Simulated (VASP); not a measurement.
# CuP (Fm-3m) in VASP: settings compared

The runs below take CuP through single point, with PBE, r2SCAN.

All numbers are computed with VASP 6.6.1; they aren't measurements. Logs are shortened: lines on timing, memory, paths and dates and some standing lists are left out, and cuts for length are marked.

## (1) The cell of the first run

Symmetry: Fm-3m, No. 225, cubic system. Conventional cell: a = 4.659 Å, b = 4.659 Å, c = 4.659 Å, α = 90.00°, β = 90.00°, γ = 90.00°. Cu (site symmetry m-3m) has 6 P at 2.33 Å within 3.1 Å. Within 3.1 Å of P (site symmetry m-3m) lie 6 Cu at 2.33 Å.

## (2) Single point, PBE

Contents of INCAR:

```
SYSTEM = CuP
PREC = Accurate ; ENCUT = 520
EDIFF = 1E-6 ; ISMEAR = 0
SIGMA = 0.05 ; LREAL = .False.
LASPH = .True. ; NELM = 60
ALGO = Normal ; ISIF = 2
LWAVE = .False. ; LCHARG = .False.
GGA = PE ; NBANDS = 15
```

Contents of KPOINTS:

```
Automatic mesh
0
Gamma
  8 8 8
  0 0 0
```

Contents of POSCAR:

```
CuP
1.0
    0.0000000000      2.3295494226      2.3295494226
    2.3295494226      0.0000000000      2.3295494226
    2.3295494226      2.3295494226      0.0000000000
Cu P
1 1
Direct
    0.5000000000      0.5000000000      0.5000000000
    0.0000000000      0.0000000000      0.0000000000
```

Potentials or basis: VASP PAW PBE potentials, release 64 (Cu, P).

Launch:

```sh
cat potpaw_PBE.64/Cu/POTCAR potpaw_PBE.64/P/POTCAR > POTCAR
mpirun -np 1 vasp_std > vasp.out
```

OUTCAR:

```text
SYSTEM = CuP
   PREC = Accurate
   ENCUT = 520
   EDIFF = 1E-6
   ISMEAR = 0
   LREAL = .False.
   LASPH = .True.
   NELM = 60
   ISIF = 2
   GGA = PE

 ion  position               nearest neighbor table
   1  0.500  0.500  0.500-   2 2.33   2 2.33   2 2.33   2 2.33   2 2.33   2 2.33
   2  0.000  0.000  0.000-   1 2.33   1 2.33   1 2.33   1 2.33   1 2.33   1 2.33

  LATTYP: Found a face centered cubic cell.
 ALAT       =     4.6590988452

  Lattice vectors:

 A1 = (   0.0000000000,   2.3295494226,   2.3295494226)
 A2 = (   2.3295494226,   0.0000000000,   2.3295494226)
 A3 = (   2.3295494226,   2.3295494226,   0.0000000000)

Analysis of symmetry for initial positions (statically):
=====================================================================
 Subroutine PRICEL returns:
 Original cell was already a primitive cell.

 Routine SETGRP: Setting up the symmetry group for a
 face centered cubic supercell.

 Subroutine GETGRP returns: Found 48 space group operations
 (whereof 48 operations were pure point group operations)
 out of a pool of 48 trial point group operations.

The static configuration has the point symmetry O_h .

Analysis of symmetry for dynamics (positions and initial velocities):
=====================================================================
 Subroutine PRICEL returns:
 Original cell was already a primitive cell.

 Routine SETGRP: Setting up the symmetry group for a
 face centered cubic supercell.

 Subroutine GETGRP returns: Found 48 space group operations
 (whereof 48 operations were pure point group operations)
 out of a pool of 48 trial point group operations.

The dynamic configuration has the point symmetry O_h .

 Subroutine INISYM returns: Found 48 space group operations
 (whereof 48 operations are pure point group operations),
 and found     1 'primitive' translations

----------------------------------------------------------------------------------------

                                     Primitive cell

  volume of cell :      25.2840

  direct lattice vectors                    reciprocal lattice vectors
     0.000000000  2.329549423  2.329549423    -0.214633781  0.214633781  0.214633781
     2.329549423  0.000000000  2.329549423     0.214633781 -0.214633781  0.214633781
     2.329549423  2.329549423  0.000000000     0.214633781  0.214633781 -0.214633781

  length of vectors
     3.294480388  3.294480388  3.294480388     0.371756613  0.371756613  0.371756613

  position of ions in fractional coordinates (direct lattice)
     0.500000000  0.500000000  0.500000000
     0.000000000  0.000000000  0.000000000

  ion indices of the primitive-cell ions
   primitive index   ion index
                 1           1
                 2           2

----------------------------------------------------------------------------------------

 KPOINTS: Automatic mesh

Automatic generation of k-mesh.
 Grid dimensions read from file:
 generate k-points for:    8    8    8

 Generating k-lattice:

  Cartesian coordinates                     Fractional coordinates (reciprocal lattice)
    -0.026829223  0.026829223  0.026829223     0.125000000  0.000000000  0.000000000
     0.026829223 -0.026829223  0.026829223     0.000000000  0.125000000  0.000000000
     0.026829223  0.026829223 -0.026829223     0.000000000  0.000000000  0.125000000

  Length of vectors
     0.046469577  0.046469577  0.046469577

  Shift w.r.t. Gamma in fractional coordinates (k-lattice)
     0.000000000  0.000000000  0.000000000

 Subroutine IBZKPT returns following result:
 ===========================================

 Found     29 irreducible k-points:

 Following reciprocal coordinates:
            Coordinates               Weight
  0.000000  0.000000  0.000000      1.000000
  0.125000  0.000000  0.000000      8.000000
  0.250000  0.000000  0.000000      8.000000
  0.375000  0.000000  0.000000      8.000000
  0.500000  0.000000  0.000000      4.000000
  0.125000  0.125000  0.000000      6.000000
[... 16 lines left out ...]
  0.500000  0.250000  0.125000     48.000000
 -0.375000  0.250000  0.125000     24.000000
 [... further k-points ...]
   k-points           NKPTS =     29   k-points in BZ     NKDIM =     29   number of bands    NBANDS=     15
   number of dos      NEDOS =    301   number of ions     NIONS =      2
   total plane-waves  NPLWV =  21952
   dimension x,y,z NGX =    28 NGY =   28 NGZ =   28
   dimension x,y,z NGXF=    56 NGYF=   56 NGZF=   56
   ions per type =               1   1
   NGX,Y,Z   is equivalent  to a cutoff of  14.13, 14.13, 14.13 a.u.
   NGXF,Y,Z  is equivalent  to a cutoff of  28.26, 28.26, 28.26 a.u.
 SYSTEM =  CuP
   PREC   = accura    normal or accurate (medium, high low for compatibility)
   ISTART =      0    job   : 0-new  1-cont  2-samecut
   ICHARG =      2    charge: 1-file 2-atom 10-const
   ISPIN  =      1    spin polarized calculation?
   LNONCOLLINEAR =      F non collinear calculations
   LSORBIT =      F    spin-orbit coupling
   LASPH  =      T    aspherical Exc in radial PAW
   ENCUT  =  520.0 eV  38.22 Ry    6.18 a.u.   6.13  6.13  6.13*2*pi/ulx,y,z
   NELM   =     60;   NELMIN=  2; NELMDL= -5     # of ELM steps
   EDIFF  = 0.1E-05   stopping-criterion for ELM
   LREAL  =      F    real-space projection
   EDIFFG = 0.1E-04   stopping-criterion for IOM
   NSW    =      0    number of steps for IOM
   IBRION =     -1    ionic relax: 0-MD 1-quasi-New 2-CG
   NFREE  =      0    steps in history (QN), initial steepest desc. (CG)
   ISIF   =      2    stress and relaxation
   ISYM   =      2    0-nonsym 1-usesym 2-fastsym
   POTIM  = 0.5000    time-step for ionic-motion
   TEBEG  =    0.0;   TEEND  =   0.0 temperature during run
   PSTRESS=    0.0 pullay stress
   NELECT =      16.0000    total number of electrons
   NUPDOWN=      -1.0000    fix difference up-down
   EMIN   =  10.00;   EMAX   =-10.00  energy-range for DOS
   EFERMI =   0.00;   METHOD = LEGACY
   ISMEAR =     0;   SIGMA  =   0.05  broadening in eV -4-tet -1-fermi 0-gaus
   EFERMI_NEDOS =   21; number of points for ismear=-14 and -15
   IALGO  =     38    algorithm
   IMIX   =      4    mixing-type and parameters
     AMIX     =   0.40;   BMIX     =  1.00
     AMIX_MAG =   1.60;   BMIX_MAG =  1.00
  volume/ion in A,a.u.               =      12.64        85.31
  Fermi-wavevector in a.u.,A,eV,Ry     =   1.405507  2.656022 26.877614  1.975449
  Thomas-Fermi vector in A             =   2.527961
   LORBIT       =      0    0 simple, 1 ext, 2 COOP (PROOUT), +10 PAW based schemes
   GGA     = PE    functional components
   LHFCALC =     F    Hartree Fock is set to
   AEXX    =    0.0000 exact exchange contribution
   IVDW    =     0    specifies the selected vdW correction
   LEPSILON=     F    determine dielectric tensor
   LRPA    =     F    only Hartree local field effects (RPA)
 non-spin polarized calculation
 Gauss-broadening in eV      SIGMA  =   0.05
  energy-cutoff  :      520.00
  volume of cell :       25.28
 maximum number of plane-waves:       701
 NGX is ok and might be reduce to    28
   NGX = 13   NGY = 13   NGZ = 13

 number of electron      15.9999992 magnetization

 Free energy of the ion-electron system (eV)
  ---------------------------------------------------
  ext. energy  EPLUGINS =         0.00000000
  ---------------------------------------------------
  free energy    TOTEN  =        -8.54830551 eV

  energy without entropy =       -8.54727554  energy(sigma->0) =       -8.54779052

 E-fermi :   9.1989     XC(G=0): -12.1380

 val. band max:        9.1581050715   @ k =   0.5000   0.2500   0.0000
 cond. band min:       9.2230502279   @ k =   0.1250   0.0000   0.0000
 fundamental gap:      0.0649451564
 Fermi energy:         9.1989083059

 k-point     1 :       0.0000    0.0000    0.0000
  band No.  band energies     occupation
      1      -5.1432      2.00000
      2       5.0826      2.00000
      3       5.0826      2.00000
      4       5.1191      2.00000
      5       5.1191      2.00000
      6       5.1191      2.00000
      7      10.5029      0.00000
      8      10.5029      0.00000
      9      10.5029      0.00000
     10      17.5979      0.00000
     11      18.6449      0.00000
     12      18.6449      0.00000
     13      18.6449      0.00000
     14      21.5677      0.00000
     15      22.7127      0.00000

 k-point     2 :       0.1250    0.0000    0.0000
  band No.  band energies     occupation
      1      -4.8523      2.00000
      2       4.9234      2.00000
      3       4.9234      2.00000
      4       4.9635      2.00000
      5       5.1919      2.00000
      6       5.1919      2.00000
      7       9.2231      0.49471
      8      10.6963      0.00000
      9      10.6963      0.00000
     10      17.2686      0.00000
     11      18.7353      0.00000
     12      18.7353      0.00000
     13      19.0405      0.00000
     14      20.7783      0.00000
     15      20.7783      0.00000

 k-point     3 :       0.2500    0.0000    0.0000
  band No.  band energies     occupation
      1      -4.0046      2.00000
      2       4.2057      2.00000
      3       4.5681      2.00000
      4       4.5681      2.00000
      5       5.3884      2.00000
      6       5.3884      2.00000
      7       7.2595      2.00000
      8      11.1687      0.00000
      9      11.1687      0.00000
     10      15.7818      0.00000
     11      17.4015      0.00000
     12      17.4015      0.00000
     13      21.0821      0.00000
     14      21.0821      0.00000
     15      21.4016      0.00000
[... 343 lines left out ...]
 k-point    23 :       0.5000    0.2500    0.1250
  band No.  band energies     occupation
      1      -2.1802      2.00000
      2       2.7525      2.00000
      3       4.0814      2.00000
      4       4.3783      2.00000
      5       5.5597      2.00000
      6       5.7329      2.00000
      7       6.5239      2.00000
      8       8.3594      2.00000
      9      10.1939      0.00000
     10      14.9895      0.00000
     11      16.4505      0.00000
     12      18.0811      0.00000
     13      20.6247      0.00000
     14      23.0485      0.00000
     15      26.1232      0.00000

 k-point    24 :      -0.3750    0.2500    0.1250
  band No.  band energies     occupation
      1      -1.4280      2.00000
      2       1.9757      2.00000
      3       3.9089      2.00000
      4       4.2856      2.00000
      5       5.6942      2.00000
      6       5.7462      2.00000
      7       6.1533      2.00000
      8       8.8138      2.00000
      9       9.4009      0.00000
     10      15.4239      0.00000
     11      15.7290      0.00000
     12      18.9831      0.00000
     13      20.7802      0.00000
     14      23.3283      0.00000
     15      25.5996      0.00000

 [... further k-points ...]
[... 5 lines left out ...]
  --------------------------------------------------------------------------------------
  -------------------------------------------------------------------------------------
  Total        2.8115326      2.8115326      2.8115326     -0.0000000     -0.0000000     -0.0000000
  in kB      178.1590671    178.1590671    178.1590671     -0.0000000     -0.0000000     -0.0000000
  external PRESSURE =     178.1590671 kB  Pullay stress =       0.0000000 kB

 VOLUME and BASIS-vectors are now :
 -----------------------------------------------------------------------------
  energy-cutoff  :      520.00
  volume of cell :       25.28
      direct lattice vectors                 reciprocal lattice vectors
     0.000000000  2.329549423  2.329549423    -0.214633781  0.214633781  0.214633781
     2.329549423  0.000000000  2.329549423     0.214633781 -0.214633781  0.214633781
     2.329549423  2.329549423  0.000000000     0.214633781  0.214633781 -0.214633781

 POSITION                                       TOTAL-FORCE (eV/Angst)
 -----------------------------------------------------------------------------------
      2.32955      2.32955      2.32955        -0.000000     -0.000000     -0.000000
      0.00000      0.00000      0.00000         0.000000      0.000000      0.000000
 -----------------------------------------------------------------------------------
    total drift:                                0.000000      0.000000      0.000000

  FREE ENERGIE OF THE ION-ELECTRON SYSTEM (eV)
  ---------------------------------------------------
  free  energy   TOTEN  =        -8.5483055080 eV

  energy  without entropy=       -8.5472755379  energy(sigma->0) =       -8.54779052
```

It took 29 s on 1 thread of Intel Xeon 8259CL, shared host; peak memory 0.16 GiB.

What came out:

```yaml
Free_energy: -8.5483 eV
Pressure: 17.8 GPa
Band_gap_on_the_k_mesh: zero (bands 8 and 9 overlap by 5.43 eV)
```

Caveat: the cell stands under pressure.

## (3) Single point, PBE (14.13 Å³/atom)

This run uses another cell than the first one, of 14.13 Å³/atom.

Contents of INCAR:

```
SYSTEM = CuP
  PREC = Accurate
  ENCUT = 520
  EDIFF = 1E-7
  ISMEAR = 0
  SIGMA = 0.05
  LREAL = .FALSE.
  LASPH = .TRUE.
  NELM = 80
  ALGO = Normal
  ISIF = 2
  LWAVE = .FALSE.
  LCHARG = .FALSE.
  GGA = PE
  NBANDS = 15
```

Contents of KPOINTS:

```
Automatic mesh
0
G
  8 8 8
  0 0 0
```

Contents of POSCAR:

```
CuP
1.0
    0.0000000000      2.4176427167      2.4176427167
    2.4176427167      0.0000000000      2.4176427167
    2.4176427167      2.4176427167      0.0000000000
Cu P
1 1
Direct
    0.5000000000      0.5000000000      0.5000000000
    0.0000000000      0.0000000000      0.0000000000
```

Potentials or basis: VASP PAW PBE potentials, release 64 (Cu, P).

Launch:

```sh
cat potpaw_PBE.64/Cu/POTCAR potpaw_PBE.64/P/POTCAR > POTCAR
mpirun -np 1 vasp_std > vasp.out
```

It took 38 s on 1 thread of Intel Xeon 8259CL, shared host; peak memory 0.16 GiB.

The run converged. Its results:

```
Free energy            : -8.7092 eV
Pressure               : 1.0 GPa
Band gap on the k mesh : zero (bands 8 and 9 overlap by 4.76 eV)
```

Levels at points of the mesh, in eV from the Fermi level:
```
           k point  band 6  band 7  band 8  band 9  band 10  band 11
(0.00, 0.00, 0.00)   -3.55    1.13    1.13    1.13     6.82     9.28
(0.50, 0.00, 0.00)   -3.10   -2.65    2.49    2.49     4.99     5.84
(0.50, 0.50, 0.00)   -2.97   -2.29   -1.82   -1.82     1.41     5.51
```

## (4) Single point, PBE (14.23 Å³/atom)

This run uses another cell than the first one, of 14.23 Å³/atom.

Contents of INCAR:

```
SYSTEM = CuP
ALGO = Normal ; EDIFF = 1E-6
ENCUT = 520 ; GGA = PE
ISIF = 2 ; ISMEAR = 0
LASPH = .TRUE. ; LCHARG = .FALSE.
LREAL = .FALSE. ; LWAVE = .FALSE.
NBANDS = 15 ; NELM = 100
PREC = Accurate ; SIGMA = 0.05
```

Contents of KPOINTS:

```
k-points
0
G
  8 8 8
  0 0 0
```

Contents of POSCAR:

```
CuP
1.0
    0.0000000000      2.4234318434      2.4234318434
    2.4234318434      0.0000000000      2.4234318434
    2.4234318434      2.4234318434      0.0000000000
Cu P
1 1
Direct
    0.5000000000      0.5000000000      0.5000000000
    0.0000000000      0.0000000000      0.0000000000
```

Launch:

```sh
cat potpaw_PBE.64/Cu/POTCAR potpaw_PBE.64/P/POTCAR > POTCAR
mpirun -np 1 vasp_std > vasp.out
```

Wall time 35 s (1 thread of Intel Xeon 8259CL, shared host); peak memory 0.15 GiB.

The run converged. Its results:

```yaml
Free_energy: -8.7101 eV
Pressure: 0.1 GPa
Band_gap_on_the_k_mesh: zero (bands 8 and 9 overlap by 4.71 eV)
```

Levels at points of the mesh, in eV from the Fermi level:
```tsv
k point	band 4	band 5	band 6	band 7	band 8	band 9	band 10	band 11	band 12	band 13
(0.00, 0.00, 0.00)	-3.52	-3.52	-3.52	1.12	1.12	1.12	6.73	9.27	9.27	9.27
(0.50, 0.00, 0.00)	-4.41	-3.07	-3.07	-2.64	2.46	2.46	4.98	5.84	5.84	11.20
(0.50, 0.50, 0.00)	-3.35	-2.95	-2.95	-2.28	-1.80	-1.80	1.39	5.51	15.80	15.88
```

## (5) Single point, r2SCAN (13.40 Å³/atom)

This run uses another cell than the first one, of 13.40 Å³/atom.

Contents of POSCAR:

```
CuP
1.0
    0.0000000000      2.3753200984      2.3753200984
    2.3753200984      0.0000000000      2.3753200984
    2.3753200984      2.3753200984      0.0000000000
Cu P
1 1
Direct
    0.5000000000      0.5000000000      0.5000000000
    0.0000000000      0.0000000000      0.0000000000
```

Contents of INCAR.step1:

```
PREC = Accurate
ENCUT = 520
ISMEAR = 0
SIGMA = 0.05
LREAL = F
LASPH = T
NELM = 60
NBANDS = 15
GGA = PE
ALGO = Normal
EDIFF = 1E-4
LWAVE = T
LCHARG = F
```

Contents of INCAR.step2:

```
PREC = Accurate
ENCUT = 520
EDIFF = 1E-6
ISMEAR = 0
SIGMA = 0.05
LREAL = F
LASPH = T
NELM = 60
ALGO = Normal
ISIF = 2
LWAVE = F
LCHARG = F
METAGGA = R2SCAN
LMIXTAU = T
NBANDS = 15
ISTART = 1
```

Contents of KPOINTS:

```
regular mesh
0
Gamma
  12 12 12
```

Potentials or basis: VASP PAW PBE potentials, release 64 (Cu, P).

Launch:

```sh
cat potpaw_PBE.64/Cu/POTCAR potpaw_PBE.64/P/POTCAR > POTCAR
cp INCAR.step1 INCAR
mpirun -np 1 vasp_std > vasp.out
cp INCAR.step2 INCAR
mpirun -np 1 vasp_std > vasp.out
```

OUTCAR:

```text
PREC = Accurate
   ENCUT = 520
   EDIFF = 1E-6
   ISMEAR = 0
   LREAL = F
   LASPH = T
   NELM = 60
   ISIF = 2
   METAGGA = R2SCAN
   ISTART = 1

 ion  position               nearest neighbor table
   1  0.500  0.500  0.500-   2 2.38   2 2.38   2 2.38   2 2.38   2 2.38   2 2.38
   2  0.000  0.000  0.000-   1 2.38   1 2.38   1 2.38   1 2.38   1 2.38   1 2.38

  LATTYP: Found a face centered cubic cell.
 ALAT       =     4.7506401968

  Lattice vectors:
[... 609 lines left out ...]
      7       5.2911      2.00000
      8       8.3057      0.03074
      9       9.9586      0.00000
     10      13.5304      0.00000
     11      16.1699      0.00000
     12      16.6337      0.00000
     13      21.2281      0.00000
     14      22.8168      0.00000
     15      23.6323      0.00000

 [... further k-points ...]
[... 5 lines left out ...]
  --------------------------------------------------------------------------------------
  -------------------------------------------------------------------------------------
  Total        0.9438431      0.9438431      0.9438431     -0.0000000     -0.0000000      0.0000000
  in kB       56.4175144     56.4175144     56.4175144     -0.0000000     -0.0000000      0.0000000
  external PRESSURE =      56.4175144 kB  Pullay stress =       0.0000000 kB

 VOLUME and BASIS-vectors are now :
 -----------------------------------------------------------------------------
  energy-cutoff  :      520.00
  volume of cell :       26.80
      direct lattice vectors                 reciprocal lattice vectors
     0.000000000  2.375320098  2.375320098    -0.210497945  0.210497945  0.210497945
     2.375320098  0.000000000  2.375320098     0.210497945 -0.210497945  0.210497945
     2.375320098  2.375320098  0.000000000     0.210497945  0.210497945 -0.210497945

 POSITION                                       TOTAL-FORCE (eV/Angst)
 -----------------------------------------------------------------------------------
      2.37532      2.37532      2.37532         0.000000     -0.000000     -0.000000
      0.00000      0.00000      0.00000        -0.000000      0.000000      0.000000
 -----------------------------------------------------------------------------------
    total drift:                                0.000000      0.000000      0.000000

  FREE ENERGIE OF THE ION-ELECTRON SYSTEM (eV)
  ---------------------------------------------------
  free  energy   TOTEN  =       -19.3545444959 eV

  energy  without entropy=      -19.3531610197  energy(sigma->0) =      -19.35385276
```

OUTCAR.step1:

```text
PREC = Accurate
   ENCUT = 520
   ISMEAR = 0
   LREAL = F
   LASPH = T
[... 653 lines left out ...]
 -----------------------------------------------------------------------------------
      2.37532      2.37532      2.37532        -0.000000     -0.000000      0.000000
      0.00000      0.00000      0.00000         0.000000      0.000000     -0.000000
 -----------------------------------------------------------------------------------
    total drift:                                0.000000      0.000000      0.000000

  FREE ENERGIE OF THE ION-ELECTRON SYSTEM (eV)
  ---------------------------------------------------
  free  energy   TOTEN  =        -8.6672472494 eV

  energy  without entropy=       -8.6661533441  energy(sigma->0) =       -8.66670030
```

Run time: 4 min. Hardware: 1 thread of Intel Xeon 8259CL, shared host; peak memory 0.18 GiB.

What came out:

| Property | Result |
| --- | --- |
| Free energy | -19.3545 eV |
| Pressure | 5.6 GPa |
| Band gap on the k mesh | zero (bands 8 and 9 overlap by 5.20 eV) |

Caveat: the cell stands under pressure; the PAW data sets were made with another functional, which shifts forces and pressure a little.

[end of part 1 of 2]
